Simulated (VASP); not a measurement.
# Rh (Immm) in VASP: further runs

The runs below take Rh through single point, with LDA.

All numbers are computed with VASP 6.6.1; they aren't measurements. Logs are shortened: lines on timing, memory, paths and dates and some standing lists are left out, and cuts for length are marked.

### Step 1. The cell of the first run

The structure is orthorhombic, space group Immm (No. 71). The conventional cell has a = 2.495 Å, b = 3.026 Å, c = 3.754 Å, α = 90.00°, β = 90.00°, γ = 90.00°. Rh (site symmetry mmm) has 12 Rh at 2.50 to 3.03 Å within 3.3 Å.

### Step 2. Single point, LDA

INCAR

```
PREC     = Accurate       # precision mode
ENCUT    = 520            # plane-wave cutoff, eV
EDIFF    = 1E-6           # SCF threshold, eV
ISMEAR   = 0              # smearing method
SIGMA    = 0.15           # smearing width, eV
LREAL    = F              # projectors in reciprocal space
LASPH    = T              # aspherical terms in the spheres
NELM     = 80             # most SCF steps
ALGO     = Fast           # electronic algorithm
ISIF     = 2              # what is computed and relaxed
LWAVE    = F              # write WAVECAR
LCHARG   = F              # write CHGCAR
GGA      = CA             # functional
NBANDS   = 14             # bands
```

KPOINTS

```
Automatic mesh
0
Gamma
  20 20 20
```

POSCAR

```
Rh
1.0
   -0.1877035262      1.9521166722      1.8770352617
    1.9521166722     -0.1877035262      1.8770352617
    1.7644131460      1.7644131460      0.0000000000
Rh
1
Direct
    0.0000000000      0.0000000000      0.0000000000
```

Potentials or basis: VASP PAW LDA potentials, release 64 (Rh_pv).

Started as:

```
> cat potpaw_LDA.64/Rh_pv/POTCAR > POTCAR
> mpirun -np 1 vasp_std > vasp.out
```

OUTCAR:

```text
PREC = Accurate
   ENCUT = 520
   EDIFF = 1E-6
   ISMEAR = 0
   LREAL = F
   LASPH = T
   NELM = 80
   ISIF = 2
   GGA = CA

 ion  position               nearest neighbor table
   1  0.000  0.000  0.000-

  LATTYP: Found a body centered orthorhombic cell.
 ALAT       =     2.4952570007
 B/A-ratio  =     1.2127659575
 C/A-ratio  =     1.5044825132

  Lattice vectors:

 A1 = (   0.1877035262,  -1.9521166722,  -1.8770352617)
 A2 = (  -0.1877035262,   1.9521166722,  -1.8770352617)
 A3 = (   1.9521166722,  -0.1877035262,   1.8770352617)

Analysis of symmetry for initial positions (statically):
=====================================================================
 Subroutine PRICEL returns:
 Original cell was already a primitive cell.

 Routine SETGRP: Setting up the symmetry group for a
 body centered orthorhombic supercell.

 Subroutine GETGRP returns: Found  8 space group operations
 (whereof  8 operations were pure point group operations)
 out of a pool of  8 trial point group operations.

The static configuration has the point symmetry D_2h.

Analysis of symmetry for dynamics (positions and initial velocities):
=====================================================================
 Subroutine PRICEL returns:
 Original cell was already a primitive cell.

 Routine SETGRP: Setting up the symmetry group for a
 body centered orthorhombic supercell.

 Subroutine GETGRP returns: Found  8 space group operations
 (whereof  8 operations were pure point group operations)
 out of a pool of  8 trial point group operations.

The dynamic configuration has the point symmetry D_2h.

 Subroutine INISYM returns: Found  8 space group operations
 (whereof  8 operations are pure point group operations),
 and found     1 'primitive' translations

----------------------------------------------------------------------------------------

                                     Primitive cell

  volume of cell :      14.1736

  direct lattice vectors                    reciprocal lattice vectors
    -0.187703526  1.952116672  1.877035262    -0.233664492  0.233664492  0.266377521
     1.952116672 -0.187703526  1.877035262     0.233664492 -0.233664492  0.266377521
     1.764413146  1.764413146  0.000000000     0.283380342  0.283380342 -0.266377521

  length of vectors
     2.714636898  2.714636898  2.495257001     0.424446903  0.424446903  0.481212863

  position of ions in fractional coordinates (direct lattice)
     0.000000000  0.000000000  0.000000000

  ion indices of the primitive-cell ions
   primitive index   ion index
                 1           1

----------------------------------------------------------------------------------------

 KPOINTS: Automatic mesh

Automatic generation of k-mesh.
 Grid dimensions read from file:
 generate k-points for:   20   20   20

 Generating k-lattice:

  Cartesian coordinates                     Fractional coordinates (reciprocal lattice)
    -0.011683225  0.011683225  0.013318876     0.050000000  0.000000000  0.000000000
     0.011683225 -0.011683225  0.013318876     0.000000000  0.050000000  0.000000000
     0.014169017  0.014169017 -0.013318876     0.000000000  0.000000000  0.050000000

  Length of vectors
     0.021222345  0.021222345  0.024060643

  Shift w.r.t. Gamma in fractional coordinates (k-lattice)
     0.000000000  0.000000000  0.000000000

 Subroutine IBZKPT returns following result:
 ===========================================

 Found   1166 irreducible k-points:

 Following reciprocal coordinates:
            Coordinates               Weight
  0.000000  0.000000  0.000000      1.000000
  0.050000  0.000000  0.000000      4.000000
  0.100000 -0.000000  0.000000      4.000000
  0.150000  0.000000  0.000000      4.000000
  0.200000 -0.000000  0.000000      4.000000
  0.250000  0.000000  0.000000      4.000000
[... 16 lines left out ...]
 -0.400000  0.050000  0.000000      4.000000
 -0.350000  0.050000  0.000000      4.000000
 [... further k-points ...]
   k-points           NKPTS =   1166   k-points in BZ     NKDIM =   1166   number of bands    NBANDS=     14
   number of dos      NEDOS =    301   number of ions     NIONS =      1
   total plane-waves  NPLWV =   8000
   dimension x,y,z NGX =    20 NGY =   20 NGZ =   20
   dimension x,y,z NGXF=    40 NGYF=   40 NGZF=   40
   ions per type =               1
   NGX,Y,Z   is equivalent  to a cutoff of  12.25, 12.25, 13.32 a.u.
   NGXF,Y,Z  is equivalent  to a cutoff of  24.50, 24.50, 26.65 a.u.
 SYSTEM =  unknown system
   PREC   = accura    normal or accurate (medium, high low for compatibility)
   ISTART =      0    job   : 0-new  1-cont  2-samecut
   ICHARG =      2    charge: 1-file 2-atom 10-const
   ISPIN  =      1    spin polarized calculation?
   LNONCOLLINEAR =      F non collinear calculations
   LSORBIT =      F    spin-orbit coupling
   LASPH  =      T    aspherical Exc in radial PAW
   ENCUT  =  520.0 eV  38.22 Ry    6.18 a.u.   5.05  5.05  4.64*2*pi/ulx,y,z
   NELM   =     80;   NELMIN=  2; NELMDL= -5     # of ELM steps
   EDIFF  = 0.1E-05   stopping-criterion for ELM
   LREAL  =      F    real-space projection
   EDIFFG = 0.1E-04   stopping-criterion for IOM
   NSW    =      0    number of steps for IOM
   IBRION =     -1    ionic relax: 0-MD 1-quasi-New 2-CG
   NFREE  =      0    steps in history (QN), initial steepest desc. (CG)
   ISIF   =      2    stress and relaxation
   ISYM   =      2    0-nonsym 1-usesym 2-fastsym
   POTIM  = 0.5000    time-step for ionic-motion
   TEBEG  =    0.0;   TEEND  =   0.0 temperature during run
   PSTRESS=    0.0 pullay stress
   NELECT =      15.0000    total number of electrons
   NUPDOWN=      -1.0000    fix difference up-down
   EMIN   =  10.00;   EMAX   =-10.00  energy-range for DOS
   EFERMI =   0.00;   METHOD = LEGACY
   ISMEAR =     0;   SIGMA  =   0.15  broadening in eV -4-tet -1-fermi 0-gaus
   EFERMI_NEDOS =   21; number of points for ismear=-14 and -15
   IALGO  =     68    algorithm
   IMIX   =      4    mixing-type and parameters
     AMIX     =   0.40;   BMIX     =  1.00
     AMIX_MAG =   1.60;   BMIX_MAG =  1.00
  volume/ion in A,a.u.               =      14.17        95.65
  Fermi-wavevector in a.u.,A,eV,Ry     =   1.668317  3.152662 37.868847  2.783282
  Thomas-Fermi vector in A             =   2.754186
   LORBIT       =      0    0 simple, 1 ext, 2 COOP (PROOUT), +10 PAW based schemes
   GGA     = CA    functional components
   LHFCALC =     F    Hartree Fock is set to
   AEXX    =    0.0000 exact exchange contribution
   IVDW    =     0    specifies the selected vdW correction
   LEPSILON=     F    determine dielectric tensor
   LRPA    =     F    only Hartree local field effects (RPA)
 non-spin polarized calculation
 RMM-DIIS sequential band-by-band and
 Gauss-broadening in eV      SIGMA  =   0.15
  energy-cutoff  :      520.00
  volume of cell :       14.17
 maximum number of plane-waves:       397
   NGX = 11   NGY = 11   NGZ =  9

 number of electron      14.9999999 magnetization

 Free energy of the ion-electron system (eV)
  ---------------------------------------------------
  ext. energy  EPLUGINS =         0.00000000
  ---------------------------------------------------
  free energy    TOTEN  =        -8.39845630 eV

  energy without entropy =       -8.37905725  energy(sigma->0) =       -8.38875677

 E-fermi :  11.0697     XC(G=0): -14.1290

 val. band max:       11.0696401459   @ k =  -0.4500   0.0500   0.3000
 cond. band min:      11.0697619194   @ k =   0.4000  -0.0000   0.1500
 fundamental gap:      0.0001217735
 Fermi energy:        11.0696867284

 k-point     1 :       0.0000    0.0000    0.0000
  band No.  band energies     occupation
      1     -34.9099      2.00000
      2     -34.9018      2.00000
      3     -34.8992      2.00000
      4       3.3769      2.00000
      5       7.1174      2.00000
      6       7.5724      2.00000
      7       9.3177      2.00000
      8      10.2919      2.00000
      9      10.8641      1.94747
     10      26.7989      0.00000
     11      29.3999      0.00000
     12      31.6783      0.00000
     13      33.6491      0.00000
     14      35.4317      0.00000

 k-point     2 :       0.0500    0.0000    0.0000
  band No.  band energies     occupation
      1     -34.9157      2.00000
      2     -34.9121      2.00000
      3     -34.9002      2.00000
      4       3.4616      2.00000
      5       7.1345      2.00000
      6       7.5553      2.00000
      7       9.3445      2.00000
      8      10.2960      2.00000
      9      10.8393      1.97018
     10      26.8692      0.00000
     11      29.2495      0.00000
     12      31.6784      0.00000
     13      33.4970      0.00000
     14      35.5362      0.00000

 k-point     3 :       0.1000   -0.0000    0.0000
  band No.  band energies     occupation
      1     -34.9591      2.00000
      2     -34.9183      2.00000
      3     -34.8998      2.00000
      4       3.7062      2.00000
      5       7.1808      2.00000
      6       7.5177      2.00000
      7       9.4101      2.00000
      8      10.3226      2.00000
      9      10.7731      1.99484
     10      26.9815      0.00000
     11      28.8111      0.00000
     12      31.6784      0.00000
     13      33.4057      0.00000
     14      35.8434      0.00000
[... 324 lines left out ...]
 k-point    23 :      -0.4000    0.0500    0.0000
  band No.  band energies     occupation
      1     -35.4426      2.00000
      2     -34.9911      2.00000
      3     -34.9110      2.00000
      4       5.1999      2.00000
      5       7.4273      2.00000
      6       9.2718      2.00000
      7       9.8750      2.00000
      8      11.1953      0.23623
      9      11.8206      0.00000
     10      19.4646      0.00000
     11      27.7891      0.00000
     12      31.6773      0.00000
     13      31.9256      0.00000
     14      35.5340      0.00000

 k-point    24 :      -0.3500    0.0500    0.0000
  band No.  band energies     occupation
      1     -35.3800      2.00000
      2     -34.9812      2.00000
      3     -34.9139      2.00000
      4       5.2165      2.00000
      5       7.4313      2.00000
      6       9.1833      2.00000
      7       9.3301      2.00000
      8      10.9622      1.68895
      9      11.5215      0.00002
     10      20.8081      0.00000
     11      28.0156      0.00000
     12      31.6780      0.00000
     13      32.3956      0.00000
     14      36.5541      0.00000

 [... further k-points ...]

------------------------ aborting loop because EDIFF is reached ----------------------------------------

  FORCE on cell =-STRESS in cart. coord.  units (eV):
  Direction    XX          YY          ZZ          XY          YZ          ZX
  --------------------------------------------------------------------------------------
  -------------------------------------------------------------------------------------
  Total       -0.4484445     -0.4484445     -1.4948445      2.3314983      0.0000000      0.0000000
  in kB      -50.6919850    -50.6919850   -168.9766172    263.5516243      0.0000000      0.0000000
  external PRESSURE =     -90.1201957 kB  Pullay stress =       0.0000000 kB

 VOLUME and BASIS-vectors are now :
 -----------------------------------------------------------------------------
  energy-cutoff  :      520.00
  volume of cell :       14.17
      direct lattice vectors                 reciprocal lattice vectors
    -0.187703526  1.952116672  1.877035262    -0.233664492  0.233664492  0.266377521
     1.952116672 -0.187703526  1.877035262     0.233664492 -0.233664492  0.266377521
     1.764413146  1.764413146  0.000000000     0.283380342  0.283380342 -0.266377521

 POSITION                                       TOTAL-FORCE (eV/Angst)
 -----------------------------------------------------------------------------------
      0.00000      0.00000      0.00000         0.000000      0.000000      0.000000
 -----------------------------------------------------------------------------------
    total drift:                                0.000000     -0.000000      0.000000

  FREE ENERGIE OF THE ION-ELECTRON SYSTEM (eV)
  ---------------------------------------------------
  free  energy   TOTEN  =        -8.3984562988 eV

  energy  without entropy=       -8.3790572508  energy(sigma->0) =       -8.38875677
```

Wall time 71 s (1 thread of Intel Xeon 6975P-C (Granite Rapids), shared host); peak memory 0.3 GiB.

What came out:

```
Free energy            : -8.3985 eV
Pressure               : -9.0 GPa
Band gap on the k mesh : zero (an odd number of electrons rules out a gap without spin polarisation)
```

Levels at points of the mesh, in eV from the Fermi level:
```
           k point  band 5  band 6  band 7  band 8  band 9  band 10
(0.00, 0.00, 0.00)   -3.95   -3.50   -1.75   -0.78   -0.21    15.73
(0.50, 0.00, 0.00)   -3.60   -1.89   -0.29    0.04    1.04     7.17
(0.50, 0.50, 0.00)   -5.71    0.79    1.06    1.22    3.75     9.41
(0.00, 0.00, 0.50)   -4.17   -1.93    0.46    1.22    1.89     9.98
(0.50, 0.00, 0.50)   -5.62    0.07    0.95    1.43    3.27    11.92
```

Caveat: the stress differs along the axes, from -17 to -5 GPa.

### Step 3. Single point, LDA

This run uses another cell than the first one, of 14.27 Å³/atom.

INCAR

```
SYSTEM = Rh
PREC = Accurate
ENCUT = 520
EDIFF = 1E-6
ISMEAR = 0
SIGMA = 0.15
LREAL = .False.
LASPH = .True.
NELM = 60
ALGO = Fast
ISIF = 2
LWAVE = .False.
LCHARG = .False.
GGA = CA
NBANDS = 14
```

KPOINTS

```
Automatic mesh
0
Gamma
  20 20 20
  0 0 0
```

POSCAR

```
Rh
1.0
   -0.0938517631      1.9521166722      1.8770352617
    1.9521166722     -0.0938517631      1.8770352617
    1.8582649091      1.8582649091      0.0000000000
Rh
1
Direct
    0.0000000000      0.0000000000      0.0000000000
```

Potentials or basis: VASP PAW LDA potentials, release 64 (Rh_pv).

Started as:

```
> cat potpaw_LDA.64/Rh_pv/POTCAR > POTCAR
> mpirun -np 1 vasp_std > vasp.out
```

Run time: 68 s. Hardware: 1 thread of Intel Xeon 6975P-C (Granite Rapids), shared host; peak memory 0.3 GiB.

Results (log left out):

```
Free energy            : -8.5600 eV
Pressure               : -17.0 GPa
Band gap on the k mesh : zero (an odd number of electrons rules out a gap without spin polarisation)
```

Stress tensor (GPa, compression positive):
```
-17.97  13.17   0.00
 13.17 -17.97   0.00
  0.00   0.00 -14.95
```

Levels at points of the mesh, in eV from the Fermi level:
| k point | band 4 | band 5 | band 6 | band 7 | band 8 | band 9 | band 10 | band 11 |
| --- | --- | --- | --- | --- | --- | --- | --- | --- |
| (0.00, 0.00, 0.00) | -7.72 | -3.53 | -2.89 | -2.44 | -1.06 | -0.53 | 15.94 | 19.45 |
| (0.50, 0.00, 0.00) | -5.87 | -3.16 | -2.58 | 0.07 | 0.36 | 0.82 | 7.62 | 15.96 |
| (0.50, 0.50, 0.00) | -5.99 | -5.67 | 0.59 | 0.95 | 1.06 | 3.73 | 10.86 | 12.52 |
| (0.00, 0.00, 0.50) | -5.83 | -3.70 | -2.34 | 0.54 | 0.84 | 1.26 | 8.98 | 15.06 |
| (0.50, 0.00, 0.50) | -5.96 | -5.60 | 0.31 | 1.04 | 1.05 | 2.99 | 11.53 | 13.15 |

Caveat: the cell stands under tension.
